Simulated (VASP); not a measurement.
# Pb (P6_3/mmc) in VASP: notebook, part 2 of 2

VASP 6.6.1. Earlier steps stand in the parts before.

## Step 3: Relaxation of cell and atoms, PBEsol (30.19 Å³/atom)

This run uses another cell than the first one, of 30.19 Å³/atom.

The input, POSCAR:

```
Pb
1.0
    3.5144576865      0.0000000000      0.0000000000
   -1.7572288432      3.0436096371      0.0000000000
    0.0000000000      0.0000000000      5.6453501343
Pb
2
Direct
    0.6666666667      0.3333333333      0.7500000000
    0.3333333333      0.6666666667      0.2500000000
```

The input, INCAR.step1:

```
GGA      = PS             # functional
ISMEAR   = 0              # smearing method
SIGMA    = 0.04           # smearing width, eV
LWAVE    = F              # write WAVECAR
LCHARG   = F              # write CHGCAR
NSW      = 80             # ionic steps
PREC     = Accurate       # precision mode
LASPH    = T              # aspherical terms in the spheres
LREAL    = F              # projectors in reciprocal space
ALGO     = Normal         # electronic algorithm
EDIFF    = 1E-7           # SCF threshold, eV
NELM     = 120            # most SCF steps
GGA_COMPAT= F            
IBRION   = 2              # ionic algorithm
ISIF     = 3              # what is computed and relaxed
EDIFFG   = -0.002         # ionic threshold
NELMIN   = 4            
ENCUT    = 620            # plane-wave cutoff, eV
KPAR     = 4            
POTIM    = 0.5            # step
```

The input, INCAR.step4:

```
GGA      = PS             # functional
ISMEAR   = 0              # smearing method
SIGMA    = 0.04           # smearing width, eV
LWAVE    = F              # write WAVECAR
LCHARG   = F              # write CHGCAR
PREC     = Accurate       # precision mode
LASPH    = T              # aspherical terms in the spheres
LREAL    = F              # projectors in reciprocal space
ALGO     = Normal         # electronic algorithm
EDIFF    = 1E-7           # SCF threshold, eV
NELM     = 120            # most SCF steps
GGA_COMPAT= F            
ISIF     = 2              # what is computed and relaxed
ENCUT    = 620            # plane-wave cutoff, eV
KPAR     = 4
```

The input, KPOINTS:

```
Automatic mesh
0
Gamma
  12 12 7
  0 0 0
```

Potentials or basis: VASP PAW PBE potentials, release 64 (Pb_d).

Launch:

```sh
cat potpaw_PBE.64/Pb_d/POTCAR > POTCAR
cp INCAR.step1 INCAR
cp POSCAR.step1 POSCAR
mpirun -np 4 vasp_std > vasp.out
cp CONTCAR POSCAR
mpirun -np 4 vasp_std > vasp.out
cp CONTCAR POSCAR
mpirun -np 4 vasp_std > vasp.out
cp CONTCAR POSCAR
cp INCAR.step4 INCAR
mpirun -np 4 vasp_std > vasp.out
```

OUTCAR:

```text
GGA = PS
   ISMEAR = 0
   PREC = Accurate
   LASPH = T
   LREAL = F
   EDIFF = 1E-7
   NELM = 120
   ISIF = 2
   ENCUT = 620

 ion  position               nearest neighbor table
   1  0.667  0.333  0.750-   2 3.54   2 3.54   2 3.54   2 3.54   2 3.54   2 3.54
   2  0.333  0.667  0.250-   1 3.54   1 3.54   1 3.54   1 3.54   1 3.54   1 3.54

  LATTYP: Found a hexagonal cell.
 ALAT       =     3.4453596231
 C/A-ratio  =     1.7011172083

  Lattice vectors:

 A1 = (   3.4453596231,  -0.0000000000,   0.0000000000)
 A2 = (  -1.7226798115,   2.9837689588,   0.0000000000)
 A3 = (   0.0000000000,   0.0000000000,   5.8609605437)

Analysis of symmetry for initial positions (statically):
=====================================================================
 Subroutine PRICEL returns:
 Original cell was already a primitive cell.

 Routine SETGRP: Setting up the symmetry group for a
 hexagonal supercell.

 Subroutine GETGRP returns: Found 24 space group operations
 (whereof 12 operations were pure point group operations)
 out of a pool of 24 trial point group operations.

The static configuration has the point symmetry D_3d.
 The point group associated with its full space group is D_6h.

Analysis of symmetry for dynamics (positions and initial velocities):
=====================================================================
 Subroutine PRICEL returns:
 Original cell was already a primitive cell.

 Routine SETGRP: Setting up the symmetry group for a
 hexagonal supercell.

 Subroutine GETGRP returns: Found 24 space group operations
 (whereof 12 operations were pure point group operations)
 out of a pool of 24 trial point group operations.

The dynamic configuration has the point symmetry D_3d.
 The point group associated with its full space group is D_6h.

 Subroutine INISYM returns: Found 24 space group operations
 (whereof 12 operations are pure point group operations),
 and found     1 'primitive' translations

----------------------------------------------------------------------------------------

                                     Primitive cell
[... 116 lines left out ...]
  Thomas-Fermi vector in A             =   2.401170
   LORBIT       =      0    0 simple, 1 ext, 2 COOP (PROOUT), +10 PAW based schemes
   GGA     = PS    functional components
   LHFCALC =     F    Hartree Fock is set to
   AEXX    =    0.0000 exact exchange contribution
   IVDW    =     0    specifies the selected vdW correction
   LEPSILON=     F    determine dielectric tensor
   LRPA    =     F    only Hartree local field effects (RPA)

   CSHIFT  =0.1000    complex shift for real part using Kramers Kronig

   OMEGAMAX=  -1.0    maximum frequency
 non-spin polarized calculation
 Gauss-broadening in eV      SIGMA  =   0.04
  energy-cutoff  :      620.00
  volume of cell :       60.25
 maximum number of plane-waves:      2128
 NGX is ok and might be reduce to    28
   NGX = 13   NGY = 13   NGZ = 23

 number of electron      28.0000002 magnetization

 Free energy of the ion-electron system (eV)
  ---------------------------------------------------
  ext. energy  EPLUGINS =         0.00000000
  ---------------------------------------------------
  free energy    TOTEN  =        -7.96716203 eV

  energy without entropy =       -7.96566958  energy(sigma->0) =       -7.96641580

 E-fermi :   7.1074     XC(G=0): -10.3717

 val. band max:        7.1033016936   @ k =   0.2500   0.2500   0.2857
 cond. band min:       7.1079355000   @ k =   0.4167   0.1667   0.0000
 fundamental gap:      0.0046338064
 Fermi energy:         7.1074465653

 k-point     1 :       0.0000    0.0000    0.0000
  band No.  band energies     occupation
      1      -9.8578      2.00000
      2      -9.8453      2.00000
      3      -9.8078      2.00000
      4      -9.8078      2.00000
      5      -9.7893      2.00000
      6      -9.7893      2.00000
[... 481 lines left out ...]
      5      -9.7098      2.00000
      6      -9.6840      2.00000
[... 10 lines left out ...]
     17      11.4697      0.00000
     18      13.0984      0.00000

 [... further k-points ...]

------------------------ aborting loop because EDIFF is reached ----------------------------------------

  FORCE on cell =-STRESS in cart. coord.  units (eV):
  Direction    XX          YY          ZZ          XY          YZ          ZX
  --------------------------------------------------------------------------------------
  -------------------------------------------------------------------------------------
  Total       -0.0013678     -0.0013678      0.0020779     -0.0000000     -0.0000000      0.0000000
  in kB       -0.0363725     -0.0363725      0.0552542     -0.0000000     -0.0000000      0.0000000
  external PRESSURE =      -0.0058303 kB  Pullay stress =       0.0000000 kB

 VOLUME and BASIS-vectors are now :
 -----------------------------------------------------------------------------
  energy-cutoff  :      620.00
  volume of cell :       60.25
      direct lattice vectors                 reciprocal lattice vectors
     3.445359623 -0.000000000  0.000000000     0.290245463  0.167573296  0.000000000
    -1.722679811  2.983768959  0.000000000     0.000000000  0.335146593  0.000000000
     0.000000000  0.000000000  5.860960544     0.000000000  0.000000000  0.170620497

 POSITION                                       TOTAL-FORCE (eV/Angst)
 -----------------------------------------------------------------------------------
      1.72268      0.99459      4.39572         0.000000     -0.000000      0.000000
     -0.00000      1.98918      1.46524        -0.000000      0.000000      0.000000
 -----------------------------------------------------------------------------------
    total drift:                                0.000000     -0.000000      0.000000

  FREE ENERGIE OF THE ION-ELECTRON SYSTEM (eV)
  ---------------------------------------------------
  free  energy   TOTEN  =        -7.9671620294 eV

  energy  without entropy=       -7.9656695769  energy(sigma->0) =       -7.96641580
```

Wall time 5.2 min (4 MPI ranks of AMD EPYC 7R13 (Zen 3), shared host); peak memory 0.27 GiB.

Results:

| Property | Result |
| --- | --- |
| Free energy | -7.9672 eV |
| Relaxed volume | 30.13 Å³/atom |
| Relaxed cell | a = 3.445 Å, b = 3.445 Å, c = 5.861 Å, α = 90.00°, β = 90.00°, γ = 120.00° |
| Space group after relaxing (to 0.1 Å) | P6_3/mmc (No. 194) |
| Energy gained by relaxing | 5.9 meV/atom |
| Ionic steps | 19 |
| Pressure after relaxing | 0.0 GPa |
| Band gap on the k mesh | zero (bands 14 and 15 overlap by 8.01 eV) |

The path:
| step | energy change (eV) | largest force (eV/Å) | pressure (GPa) | volume (Å³) |
| --- | --- | --- | --- | --- |
| 1 | 0.0000 | 0.0000 | -0.48 | 60.39 |
| 2 | -0.0018 | 0.0000 | 0.17 | 59.59 |
| 3 | -0.0018 | 0.0000 | 0.19 | 59.57 |
| 4 | -0.0035 | 0.0000 | 0.35 | 59.53 |
| 5 | -0.0086 | 0.0000 | 0.68 | 59.40 |
| 6 | 0.0001 | 0.0000 | 1.13 | 59.06 |
| 7 | -0.0095 | 0.0000 | 0.76 | 59.33 |
| 8 | -0.0103 | 0.0000 | 0.60 | 59.52 |
| 9 | -0.0110 | 0.0000 | 0.31 | 59.88 |
| 10 | -0.0113 | 0.0000 | 0.25 | 59.95 |
| 11 | -0.0117 | 0.0000 | 0.05 | 60.18 |
| 12 | -0.0117 | 0.0000 | 0.02 | 60.22 |
| 13 | -0.0117 | 0.0000 | 0.01 | 60.23 |
| 14 | -0.0117 | 0.0000 | 0.01 | 60.24 |
| 15 | -0.0117 | 0.0000 | 0.00 | 60.25 |
| 16 | -0.0118 | 0.0000 | 0.00 | 60.25 |
| 17 | -0.0118 | 0.0000 | 0.00 | 60.25 |
| 18 | -0.0118 | 0.0000 | 0.00 | 60.25 |
| 19 | -0.0118 | 0.0000 | 0.00 | 60.25 |

Final structure:
```yaml
crystal:
  lattice:
    - [3.44536, 0.00000, 0.00000]
    - [-1.72268, 2.98377, 0.00000]
    - [0.00000, 0.00000, 5.86096]
  atoms:
    - { symbol: Pb, position: [0.66667, 0.33333, 0.75000] }
    - { symbol: Pb, position: [0.33333, 0.66667, 0.25000] }
```

Caveat: the PAW data sets were made with another functional, which shifts forces and pressure a little; spin-orbit coupling is left out, which moves the levels of the heavy elements.

## Step 4: Single point, PBE0, non-collinear spin, zero start, spin-orbit coupling

This run uses another cell than the first one, of 29.31 Å³/atom.

The input, POSCAR:

```
Pb
1.0
    3.4800000000      0.0000000000      0.0000000000
   -1.7400000000      3.0137684052      0.0000000000
    0.0000000000      0.0000000000      5.5900000000
Pb
2
Direct
    0.6666666667      0.3333333333      0.7500000000
    0.3333333333      0.6666666667      0.2500000000
```

The input, INCAR.step1:

```
SYSTEM = Pb
ALGO     = Normal         ! electronic algorithm
EDIFF    = 1E-5           ! SCF threshold, eV
ENCUT    = 520            ! plane-wave cutoff, eV
GGA      = PE             ! functional
GGA_COMPAT= .False.      
ISIF     = 2              ! what is computed and relaxed
ISMEAR   = -1             ! smearing method
LASPH    = .True.         ! aspherical terms in the spheres
LCHARG   = .False.        ! write CHGCAR
LORBIT   = 11             ! projections on sites
LORBMOM  = .True.       
LREAL    = .False.        ! projectors in reciprocal space
LSORBIT  = .True.         ! spin-orbit coupling
LWAVE    = .True.         ! write WAVECAR
MAGMOM   = 0 0 0 0 0 0    ! initial moments
NBANDS   = 40             ! bands
NELM     = 150            ! most SCF steps
PREC     = Accurate       ! precision mode
SIGMA    = 0.05           ! smearing width, eV
```

The input, INCAR.step2:

```
SYSTEM = Pb
AEXX     = 0.25           ! exact-exchange fraction
ALGO     = Normal         ! electronic algorithm
EDIFF    = 1E-7           ! SCF threshold, eV
ENCUT    = 520            ! plane-wave cutoff, eV
GGA      = PE             ! functional
GGA_COMPAT= .False.      
ISIF     = 2              ! what is computed and relaxed
ISMEAR   = -1             ! smearing method
ISTART   = 1            
LASPH    = .True.         ! aspherical terms in the spheres
LCHARG   = .False.        ! write CHGCAR
LHFCALC  = .True.         ! exact exchange
LORBIT   = 11             ! projections on sites
LORBMOM  = .True.       
LREAL    = .False.        ! projectors in reciprocal space
LSORBIT  = .True.         ! spin-orbit coupling
LWAVE    = .False.        ! write WAVECAR
MAGMOM   = 0 0 0 0 0 0    ! initial moments
NBANDS   = 40             ! bands
NELM     = 150            ! most SCF steps
PREC     = Accurate       ! precision mode
PRECFOCK = Normal       
SIGMA    = 0.05           ! smearing width, eV
```

The input, KPOINTS:

```
k-points
0
Gamma
  4 4 2
  0 0 0
```

Launch:

```sh
cat potpaw_PBE.64/Pb_d/POTCAR > POTCAR
cp INCAR.step1 INCAR
mpirun -np 1 vasp_ncl > vasp.out
cp INCAR.step2 INCAR
mpirun -np 1 vasp_ncl > vasp.out
```

Wall time 81 min (1 thread of Oxide Virtual Turin-like, shared host); peak memory 0.31 GiB.

It converged, with:

- Free energy: -9.9658 eV
- Pressure: -0.2 GPa
- Net moment: 0.00 μB per cell
- Valence electrons inside the program's atomic spheres: Pb 11.98

Stress tensor (GPa, compression positive):
```
 1.72  0.00  0.00
 0.00  1.72  0.00
 0.00  0.00 -3.99
```

Moments on the atoms (μB; x, y, z):
```
Pb  0.00 0.00 0.00
Pb  0.00 0.00 0.00
```

Caveat: the k points lie up to 0.56 Å⁻¹ apart; the PAW data sets were made with another functional, which shifts forces and pressure a little.

## Step 5: Single point, PBEsol, non-collinear spin, zero start, spin-orbit coupling

This run uses another cell than the first one, of 29.31 Å³/atom.

The input, INCAR:

```
PREC = Accurate
ENCUT = 520
EDIFF = 1E-7
ISMEAR = -1
SIGMA = 0.05
LREAL = F
LASPH = T
NELM = 150
ALGO = Normal
ISIF = 2
LWAVE = F
LCHARG = F
MAGMOM = 0 0 0 0 0 0
LORBIT = 11
LSORBIT = T
GGA_COMPAT = F
LORBMOM = T
GGA = PS
NBANDS = 40
```

The input, KPOINTS:

```
regular mesh
0
Gamma
  9 9 5
```

POSCAR is that of step 4.

Launch:

```sh
cat potpaw_PBE.64/Pb_d/POTCAR > POTCAR
mpirun -np 1 vasp_ncl > vasp.out
```

It took 3.7 min on 1 thread of Oxide Virtual Turin-like, shared host; peak memory 0.33 GiB.

It converged, with:

- Free energy: -9.0474 eV
- Pressure: 1.4 GPa
- Net moment: 0.00 μB per cell
- Valence electrons inside the program's atomic spheres: Pb 11.97

Stress tensor (GPa, compression positive):
```
0.79 0.00 0.00
0.00 0.79 0.00
0.00 0.00 2.58
```

Moments on the atoms (μB; x, y, z):
```
Pb  0.00 0.00 0.00
Pb  0.00 0.00 0.00
```

Caveat: the PAW data sets were made with another functional, which shifts forces and pressure a little.

## Step 6: Overview

| task | level | spin | cell | k mesh | cutoff (eV) | smearing | dipole correction | grid for exact exchange (PRECFOCK) | share of exact exchange | tolerance level | purpose | gap on the mesh (eV) | pressure (GPa) | moment (μB) |
| --- | --- | --- | --- | --- | --- | --- | --- | --- | --- | --- | --- | --- | --- | --- |
| single point | PBE0 | off | a = 3.433, b = 3.433, c = 5.514 Å, angles 90.0, 90.0, 120.0°, 2 atoms | 4 × 4 × 4 | 520 | fermi-dirac 0.05 eV | no | Normal | 0.25 | - | - | none | 3.3 | - |
| relaxation of cell and atoms | PBEsol | off | relaxed from a = 3.514, b = 3.514, c = 5.645 Å, angles 90.0, 90.0, 120.0°, 2 atoms | 12 × 12 × 7 | 620 | gaussian 0.04 eV | - | - | - | standard | cell | none | 0.0 | - |
| single point | PBE0 | non-collinear, zero start, SOC | a = 3.480, b = 3.480, c = 5.590 Å, angles 90.0, 90.0, 120.0°, 2 atoms | 4 × 4 × 2 | 520 | fermi-dirac 0.05 eV | no | Normal | 0.25 | - | - | - | -0.2 | 0.00 |
| single point | PBEsol | non-collinear, zero start, SOC | a = 3.480, b = 3.480, c = 5.590 Å, angles 90.0, 90.0, 120.0°, 2 atoms | 9 × 9 × 5 | 520 | fermi-dirac 0.05 eV | no | - | - | - | - | - | 1.4 | 0.00 |

Alike in all rows: potentials or basis VASP PAW PBE potentials, release 64 (Pb_d).

Caveats: some runs use coarse meshes; the PAW data sets were made with another functional, which shifts forces and pressure a little; spin-orbit coupling is left out, which moves the levels of the heavy elements (at least some runs).

Absolute energies hang on the potentials; compare differences alone.

The gap in the log of VASP goes by the Fermi energy; the results here count the filled bands.